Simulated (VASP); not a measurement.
# PtSe2 (R3m) in VASP: notebook

PtSe2 is run at these levels: PBE-based screened hybrid with 15 % exact exchange, PBE-based screened hybrid with 10 % exact exchange; tasks: single point.

Everything below comes from runs of VASP 6.6.1. Logs are shortened: lines on timing, memory, paths and dates and some standing lists are left out, and cuts for length are marked.

### Step 1. The cell of the first run

Symmetry: R3m, No. 160, trigonal system. Conventional cell: a = 3.641 Å, b = 3.641 Å, c = 16.454 Å, α = 90.00°, β = 90.00°, γ = 120.00°. Pt (site symmetry 3m) has 6 Se at 2.54 to 2.57 Å within 3.4 Å. Within 3.4 Å of Se (site symmetry 3m) lie 3 Pt at 2.57 Å and 4 Se at 2.90 to 3.33 Å. Within 3.4 Å of Se (site symmetry 3m) lie 3 Pt at 2.54 Å and 4 Se at 2.90 to 3.33 Å.

### Step 2. Single point, PBE-based screened hybrid with 15 % exact exchange

File POSCAR:

```
PtSe2
1.0
    1.8204971909      1.0510645433      5.4845021713
   -1.8204971909      1.0510645433      5.4845021713
    0.0000000000     -2.1021290863      5.4845021714
Pt Se
1 2
Direct
   -0.0007636744     -0.0007636744     -0.0007636744
    0.4219829426      0.4219829426      0.4219829426
    0.2454473985      0.2454473985      0.2454473985
```

File INCAR.step1:

```
PREC     = Accurate       # precision mode
ENCUT    = 400            # plane-wave cutoff, eV
EDIFF    = 1E-5           # SCF threshold, eV
ISMEAR   = -1             # smearing method
SIGMA    = 0.02           # smearing width, eV
LREAL    = False          # projectors in reciprocal space
LASPH    = True           # aspherical terms in the spheres
NELM     = 120            # most SCF steps
ALGO     = Normal         # electronic algorithm
ISIF     = 2              # what is computed and relaxed
LWAVE    = True           # write WAVECAR
LCHARG   = False          # write CHGCAR
NBANDS   = 18             # bands
GGA      = PE             # functional
GGA_COMPAT= False
```

File INCAR.step2:

```
PREC     = Accurate       # precision mode
ENCUT    = 400            # plane-wave cutoff, eV
EDIFF    = 1E-6           # SCF threshold, eV
ISMEAR   = -1             # smearing method
SIGMA    = 0.02           # smearing width, eV
LREAL    = False          # projectors in reciprocal space
LASPH    = True           # aspherical terms in the spheres
NELM     = 120            # most SCF steps
ALGO     = Normal         # electronic algorithm
ISIF     = 2              # what is computed and relaxed
LWAVE    = False          # write WAVECAR
LCHARG   = False          # write CHGCAR
GGA      = PE             # functional
LHFCALC  = True           # exact exchange
AEXX     = 0.15           # exact-exchange fraction
HFSCREEN = 0.1            # screening, 1/A
PRECFOCK = Normal       
NBANDS   = 18             # bands
ISTART   = 1            
GGA_COMPAT= False
```

File KPOINTS:

```
regular mesh
0
Gamma
  4 4 4
```

Potentials or basis: VASP PAW PBE potentials, release 64 (Pt, Se).

On the command line:

```sh
$ cat potpaw_PBE.64/Pt/POTCAR potpaw_PBE.64/Se/POTCAR > POTCAR
$ cp INCAR.step1 INCAR
$ mpirun -np 1 vasp_std > vasp.out
$ cp INCAR.step2 INCAR
$ mpirun -np 1 vasp_std > vasp.out
```

OUTCAR:

```text
PREC = Accurate
   ENCUT = 400
   EDIFF = 1E-6
   ISMEAR = -1
   LREAL = False
   LASPH = True
   NELM = 120
   ISIF = 2
   GGA = PE
   LHFCALC = True
   AEXX = 0.15
   HFSCREEN = 0.1
   PRECFOCK = Normal
   ISTART = 1

 ion  position               nearest neighbor table
   1  0.999  0.999  0.999-   3 2.54   3 2.54   3 2.54   2 2.57   2 2.57   2 2.57
   2  0.422  0.422  0.422-   1 2.57   1 2.57   1 2.57
   3  0.245  0.245  0.245-   1 2.54   1 2.54   1 2.54

  LATTYP: Found a trigonal (rhomboedric) cell.
 ALAT       =     5.8735603141
 COS(alpha) =     0.8078647028

  Lattice vectors:

 A1 = (   1.8204971909,   1.0510645433,   5.4845021713)
 A2 = (  -1.8204971909,   1.0510645433,   5.4845021713)
 A3 = (   0.0000000000,  -2.1021290863,   5.4845021714)

Analysis of symmetry for initial positions (statically):
=====================================================================
 Subroutine PRICEL returns:
 Original cell was already a primitive cell.

 Routine SETGRP: Setting up the symmetry group for a
 trigonal (rhombohedral) supercell.

 Subroutine GETGRP returns: Found  6 space group operations
 (whereof  6 operations were pure point group operations)
 out of a pool of 12 trial point group operations.

The static configuration has the point symmetry C_3v.

Analysis of symmetry for dynamics (positions and initial velocities):
=====================================================================
 Subroutine PRICEL returns:
 Original cell was already a primitive cell.

 Routine SETGRP: Setting up the symmetry group for a
 trigonal (rhombohedral) supercell.

 Subroutine GETGRP returns: Found  6 space group operations
 (whereof  6 operations were pure point group operations)
 out of a pool of 12 trial point group operations.

The dynamic configuration has the point symmetry C_3v.

 Subroutine INISYM returns: Found  6 space group operations
 (whereof  6 operations are pure point group operations),
 and found     1 'primitive' translations

----------------------------------------------------------------------------------------

                                     Primitive cell

  volume of cell :      62.9663

[... 81 lines left out ...]
   NSW    =      0    number of steps for IOM
   IBRION =     -1    ionic relax: 0-MD 1-quasi-New 2-CG
   NFREE  =      0    steps in history (QN), initial steepest desc. (CG)
   ISIF   =      2    stress and relaxation
   ISYM   =      3    0-nonsym 1-usesym 2-fastsym
   POTIM  = 0.5000    time-step for ionic-motion
   TEBEG  =    0.0;   TEEND  =   0.0 temperature during run
   PSTRESS=    0.0 pullay stress
   NELECT =      22.0000    total number of electrons
   NUPDOWN=      -1.0000    fix difference up-down
   EMIN   =  10.00;   EMAX   =-10.00  energy-range for DOS
   EFERMI =   0.00;   METHOD = LEGACY
   ISMEAR =    -1;   SIGMA  =   0.02  broadening in eV -4-tet -1-fermi 0-gaus
   EFERMI_NEDOS =   21; number of points for ismear=-14 and -15
   IALGO  =     38    algorithm
   IMIX   =      1    mixing-type and parameters
     AMIX     =   0.40;   BMIX     =  1.00
     AMIX_MAG =   1.60;   BMIX_MAG =  1.00
  volume/ion in A,a.u.               =      20.99       141.64
  Fermi-wavevector in a.u.,A,eV,Ry     =   1.153045  2.178940 18.089134  1.329514
  Thomas-Fermi vector in A             =   2.289692
   LORBIT       =      0    0 simple, 1 ext, 2 COOP (PROOUT), +10 PAW based schemes
   GGA     = PE    functional components
   LHFCALC =     T    Hartree Fock is set to
   PRECFOCK=normal    Normal, Fast or Accurate (Low or Medium for compatibility)
   ENCUT4O =  -1.0   cutoff for four orbital integrals eV
   NKREDX  =     1    reduce k-point grid by
   NKREDY  =     1    reduce k-point grid by
   NKREDZ  =     1    reduce k-point grid by
   AEXX    =    0.1500 exact exchange contribution
   HFSCREEN=    0.1000 screening length (either q_TF or 0.3 A-1)
   HFSCREENC=   0.1000 screening length for correlation (either q_TF or 0.3 A-1)
   ENCUTFOCK=  -1.0 apply spherical cutoff to Coloumb kernel
   IVDW    =     0    specifies the selected vdW correction
   LEPSILON=     F    determine dielectric tensor
   LRPA    =     F    only Hartree local field effects (RPA)
 non-spin polarized calculation
  energy-cutoff  :      400.00
  volume of cell :       62.97
 maximum number of plane-waves:      1160
 NGX is ok and might be reduce to    40
  NGX = 30; NGY = 30; NGZ = 30

 number of electron      22.0000000 magnetization

 Free energy of the ion-electron system (eV)
  ---------------------------------------------------
  ext. energy  EPLUGINS =         0.00000000
  ---------------------------------------------------
  free energy    TOTEN  =       -15.14154408 eV

  energy without entropy =      -15.13881180  energy(sigma->0) =      -15.14017794

 E-fermi :   5.8472     XC(G=0):  -9.3198

 val. band max:        5.8467471019   @ k =   0.5000   0.5000   0.2500
 cond. band min:       6.2631957247   @ k =   0.0000   0.0000   0.0000
 fundamental gap:      0.4164486228
 Fermi energy:         5.8472091680

 k-point     1 :       0.0000    0.0000    0.0000
  band No.  band energies     occupation
      1     -10.8081      2.00000
      2      -8.1343      2.00000
      3      -2.2163      2.00000
      4       0.2065      2.00000
      5       0.2065      2.00000
      6       1.0306      2.00000
[... 250 lines left out ...]
      5       0.1517      2.00000
      6       1.0971      2.00000
[... 10 lines left out ...]
     17      13.8917      0.00000
     18      15.4372      0.00000

------------------------ aborting loop because EDIFF is reached ----------------------------------------

  FORCE on cell =-STRESS in cart. coord.  units (eV):
  Direction    XX          YY          ZZ          XY          YZ          ZX
  --------------------------------------------------------------------------------------
  -------------------------------------------------------------------------------------
  Total        0.1099142      0.1099142      0.3990630      0.0000000      0.0000000      0.0000000
  in kB        2.7967682      2.7967682     10.1541647      0.0000000      0.0000000      0.0000000
  external PRESSURE =       5.2492337 kB  Pullay stress =       0.0000000 kB

 VOLUME and BASIS-vectors are now :
 -----------------------------------------------------------------------------
  energy-cutoff  :      400.00
  volume of cell :       62.97
      direct lattice vectors                 reciprocal lattice vectors
     1.820497191  1.051064543  5.484502171     0.274650245  0.158569393  0.060777318
    -1.820497191  1.051064543  5.484502171    -0.274650245  0.158569393  0.060777318
     0.000000000 -2.102129086  5.484502171     0.000000000 -0.317138786  0.060777318

 POSITION                                       TOTAL-FORCE (eV/Angst)
 -----------------------------------------------------------------------------------
      0.00000      0.00000     16.44094         0.000000      0.000000      0.007612
      0.00000      0.00000      6.94310         0.000000     -0.000000     -0.099392
      0.00000      0.00000      4.03847         0.000000      0.000000      0.091780
 -----------------------------------------------------------------------------------
    total drift:                                0.000000     -0.000000     -0.000502

  FREE ENERGIE OF THE ION-ELECTRON SYSTEM (eV)
  ---------------------------------------------------
  free  energy   TOTEN  =       -15.1415440805 eV

  energy  without entropy=      -15.1388118019  energy(sigma->0) =      -15.14017794
```

OUTCAR.step1:

```text
PREC = Accurate
   ENCUT = 400
   EDIFF = 1E-5
   ISMEAR = -1
   LREAL = False
   LASPH = True
[... 484 lines left out ...]
      0.00000      0.00000     16.44094         0.000000      0.000000      0.023671
      0.00000      0.00000      6.94310         0.000000      0.000000      0.314689
      0.00000      0.00000      4.03847         0.000000     -0.000000     -0.338360
 -----------------------------------------------------------------------------------
    total drift:                               -0.000000      0.000000     -0.000101

  FREE ENERGIE OF THE ION-ELECTRON SYSTEM (eV)
  ---------------------------------------------------
  free  energy   TOTEN  =       -13.0940349857 eV

  energy  without entropy=      -13.0914124749  energy(sigma->0) =      -13.09272373
```

OSZICAR.step1:

```text
N       E                     dE             d eps       ncg     rms          rms(c)
DAV:   1     0.928022275965E+02    0.92802E+02   -0.85447E+03   484   0.855E+02
DAV:   2    -0.956446333799E+01   -0.10237E+03   -0.99699E+02   598   0.192E+02
DAV:   3    -0.135484335097E+02   -0.39840E+01   -0.39500E+01   558   0.374E+01
DAV:   4    -0.135759098676E+02   -0.27476E-01   -0.27434E-01   566   0.345E+00
DAV:   5    -0.135762078945E+02   -0.29803E-03   -0.29802E-03   536   0.349E-01    0.130E+01
DAV:   6    -0.132741049718E+02    0.30210E+00   -0.30767E+00   484   0.142E+01    0.846E+00
DAV:   7    -0.131169884635E+02    0.15712E+00   -0.67383E-01   476   0.802E+00    0.443E+00
DAV:   8    -0.130966820052E+02    0.20306E-01   -0.64347E-02   508   0.183E+00    0.566E-01
DAV:   9    -0.130940073451E+02    0.26747E-02   -0.82560E-03   498   0.807E-01    0.176E-01
DAV:  10    -0.130940324039E+02   -0.25059E-04   -0.16672E-03   540   0.247E-01    0.445E-02
DAV:  11    -0.130940349857E+02   -0.25819E-05   -0.78475E-05   524   0.499E-02
   1 F= -.13094035E+02 E0= -.13092724E+02  d E =-.262251E-02
```

Run time: 57 min. Hardware: 1 thread of Oxide Virtual Turin-like, shared host; peak memory 0.32 GiB.

Results:

- Free energy: -15.1415 eV
- Pressure: 0.5 GPa
- Largest force: 0.099 eV/Å
- Band gap on the k mesh: zero (bands 11 and 12 overlap by 0.92 eV)

Forces on the atoms (eV/Å):
```
Pt   0.000  0.000  0.008
Se   0.000  0.000 -0.099
Se   0.000  0.000  0.092
```

Stress tensor (GPa, compression positive):
```
0.28 0.00 0.00
0.00 0.28 0.00
0.00 0.00 1.02
```

Caveat: the k points lie up to 0.51 Å⁻¹ apart, too coarse for converged energies and pressures of a metal; the PAW data sets were made with another functional, which shifts forces and pressure a little; spin-orbit coupling is left out, which moves the levels of the heavy elements.

### Step 3. Single point, PBE-based screened hybrid with 10 % exact exchange

POSCAR is that of step 2.

File INCAR.step1:

```
SYSTEM = PtSe2
PREC = Accurate ; ENCUT = 400
EDIFF = 1E-5 ; ISMEAR = -1
SIGMA = 0.02 ; LREAL = .FALSE.
LASPH = .TRUE. ; NELM = 120
ALGO = Normal ; ISIF = 2
LWAVE = .TRUE. ; LCHARG = .FALSE.
GGA = PE ; NBANDS = 18
GGA_COMPAT = .FALSE.
```

File INCAR.step2:

```
SYSTEM = PtSe2
PREC = Accurate ; ENCUT = 400
EDIFF = 1E-6 ; ISMEAR = -1
SIGMA = 0.02 ; LREAL = .FALSE.
LASPH = .TRUE. ; NELM = 120
ALGO = Normal ; ISIF = 2
LWAVE = .FALSE. ; LCHARG = .FALSE.
GGA = PE ; LHFCALC = .TRUE.
AEXX = 0.1 ; HFSCREEN = 0.5
PRECFOCK = Normal ; ISTART = 1
NBANDS = 18 ; GGA_COMPAT = .FALSE.
```

File KPOINTS:

```
regular mesh
0
G
  4 4 4
  0 0 0
```

Potentials or basis: VASP PAW PBE potentials, release 64 (Pt, Se).

On the command line:

```sh
$ cat potpaw_PBE.64/Pt/POTCAR potpaw_PBE.64/Se/POTCAR > POTCAR
$ cp INCAR.step1 INCAR
$ mpirun -np 1 vasp_std > vasp.out
$ cp INCAR.step2 INCAR
$ mpirun -np 1 vasp_std > vasp.out
```

Run time: 46 min. Hardware: 1 thread of Oxide Virtual Turin-like, shared host; peak memory 0.32 GiB.

The run converged. Its results:

```yaml
Free_energy: -13.6207 eV
Pressure: 2.2 GPa
Largest_force: 0.173 eV/Å
Band_gap_on_the_k_mesh: zero (bands 11 and 12 overlap by 0.89 eV)
```

Forces in eV/Å, atoms in the order of the input:
```
Pt   0.000  0.000  0.020
Se   0.000  0.000  0.153
Se   0.000  0.000 -0.173
```

Stress tensor (GPa, compression positive):
```
1.97 0.00 0.00
0.00 1.97 0.00
0.00 0.00 2.75
```

Levels at points of the mesh, in eV from the Fermi level:
```
           k point  band 8  band 9  band 10  band 11  band 12  band 13  band 14  band 15
(0.00, 0.00, 0.00)   -2.93    0.18     0.18     0.71     0.92     0.92     2.63     6.05
(0.50, 0.00, 0.00)   -3.19   -2.48    -2.19    -1.50     0.73     1.15     3.57     5.31
(0.50, 0.50, 0.00)   -3.35   -2.82    -2.17    -2.01     0.46     1.90     4.29     6.58
(0.50, 0.50, 0.50)   -2.82   -2.18     0.39     0.39     0.74     0.74     3.45     6.33
```

Caveat: the k points lie up to 0.51 Å⁻¹ apart, too coarse for converged energies and pressures of a metal; the PAW data sets were made with another functional, which shifts forces and pressure a little; spin-orbit coupling is left out, which moves the levels of the heavy elements.

The gap in the log of VASP goes by the Fermi energy; the results here count the filled bands.